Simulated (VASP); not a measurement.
Wanted: the native input for a VASP 6.6.1 run.

```yaml
Task: single point
Functional: PBE
Potentials_or_basis: VASP PAW PBE potentials, release 64 (Si, O, H)
Cutoff: 520 eV
k_mesh: 1 × 1 × 1
Occupations: gaussian, width 0.02 eV
Spin: no spin polarisation
Dipole_correction: no
Further_INCAR_settings: LREAL = Auto; ALGO = Normal; EDIFF = 1e-07; NBANDS = 235
```

The structure of Si23H4O48 (a cell with a defect) lies in POSCAR:

```
Si23H4O48
1.0
    9.8316000000      0.0000000000      0.0000000000
   -4.9158000000      8.5144150000      0.0000000000
    0.0000000000      0.0000000000     10.8182000000
Si O H
23 48 4
Direct
    0.2668430000      0.0009767400      0.1634700000
    0.0028516000      0.2703680000      0.3357050000
    0.2306050000      0.2354080000      0.0001007300
    0.2653480000      0.9977494000      0.6636500000
    0.9932126000      0.2663560000      0.8350300000
    0.2323110000      0.2285110000      0.5017520000
    0.2682820000      0.5027390000      0.1672110000
    0.9997803800      0.7676140000      0.3331480000
    0.2338640000      0.7330290000      0.9966533000
    0.9989205000      0.7666930000      0.8327140000
    0.2344290000      0.7356140000      0.4976220000
    0.7692410000      0.0042952000      0.1672390000
    0.4984520000      0.2670890000      0.3326380000
    0.7266420000      0.2320240000      0.0002954000
    0.7657180000      0.0012322000      0.6669000000
    0.4945750000      0.2657660000      0.8320270000
    0.7327730000      0.2338080000      0.4992370000
    0.7651740000      0.5008340000      0.1672980000
    0.5011880000      0.7703670000      0.3320530000
    0.7350830000      0.7369020000      0.0012113000
    0.7631940000      0.4995590000      0.6663380000
    0.5046480000      0.7692100000      0.8316280000
    0.7327490000      0.7354920000      0.4996880000
    0.0687650000      0.2066210000      0.4462400000
    0.2961240000      0.3658270000      0.1099080000
    0.1402060000      0.4347450000      0.2786630000
    0.2024600000      0.0698960000      0.0553950000
    0.3623780000      0.2944360000      0.3913610000
    0.4306990000      0.1384180000      0.2213530000
    0.0654320000      0.2098730000      0.9457150000
    0.3038820000      0.3517710000      0.6166480000
    0.1356700000      0.4290170000      0.7780800000
    0.1997120000      0.0574320000      0.5499300000
    0.3584550000      0.2958220000      0.8879650000
    0.4284840000      0.1364520000      0.7217280000
    0.0679010000      0.7063220000      0.4438320000
    0.2991160000      0.8684090000      0.1031500000
    0.1368330000      0.9300380000      0.2735220000
    0.2040780000      0.5698520000      0.0580140000
    0.3639780000      0.7993980000      0.3865800000
    0.4342950000      0.6406840000      0.2215190000
    0.0677460000      0.7049810000      0.9423610000
    0.2993620000      0.8643310000      0.6090240000
    0.1350350000      0.9300380000      0.7738950000
    0.2058530000      0.5699500000      0.5554350000
    0.3593880000      0.7870590000      0.8833780000
    0.4574520000      0.6484340000      0.7143040000
    0.5683340000      0.2046660000      0.4411890000
    0.7907210000      0.3628830000      0.1097040000
    0.6344730000      0.4331810000      0.2768560000
    0.7032200000      0.0691220000      0.0573170000
    0.8658290000      0.2991990000      0.3913950000
    0.9337440000      0.1415760000      0.2241200000
    0.5617480000      0.2046160000      0.9436860000
    0.7914020000      0.3622690000      0.6109670000
    0.6303510000      0.4323090000      0.7751710000
    0.7053660000      0.0690910000      0.5554790000
    0.8539980000      0.2927100000      0.8882170000
    0.9307640000      0.1366270000      0.7244910000
    0.5684650000      0.7078670000      0.4422990000
    0.7990200000      0.8685060000      0.1101390000
    0.6394420000      0.9356300000      0.2772850000
    0.7054800000      0.5714430000      0.0574340000
    0.8637870000      0.7971160000      0.3899890000
    0.9305870000      0.6356190000      0.2243800000
    0.5697540000      0.7090080000      0.9453830000
    0.7944690000      0.8645580000      0.6107280000
    0.6368080000      0.9393260000      0.7782680000
    0.7041320000      0.5699330000      0.5561050000
    0.8633810000      0.7966100000      0.8896810000
    0.9285160000      0.6335080000      0.7246220000
    0.4522990000      0.5477660000      0.7253400000
    0.2297450000      0.3561110000      0.6755540000
    0.3067889400      0.5855852100      0.5972909600
    0.1163320000      0.4796660000      0.7069560000
```

One way to write it, as run:

INCAR

```
ALGO = Normal
EDIFF = 1E-7
ENCUT = 520
GGA = PE
ISIF = 2
ISMEAR = 0
LASPH = True
LCHARG = False
LREAL = Auto
LWAVE = False
NBANDS = 235
NELM = 80
PREC = Accurate
SIGMA = 0.02
```

KPOINTS

```
k-points
0
Gamma
  1 1 1
```

Potentials or basis: VASP PAW PBE potentials, release 64 (Si, O, H).

Run with:

```bash
$ cat potpaw_PBE.64/Si/POTCAR potpaw_PBE.64/O/POTCAR potpaw_PBE.64/H/POTCAR > POTCAR
$ mpirun -np 1 vasp_gam > vasp.out
```

Results of the run:

| Item | Value |
| --- | --- |
| Pressure | 2.6 GPa |
| Largest force | 1.335 eV/Å |
| Band gap on the k mesh | 5.68 eV |

Caveat: the k points lie up to 0.74 Å⁻¹ apart.

It took 15 min on 1 thread of Intel Xeon 8259CL, on a shared host, peak memory 0.99 GiB.
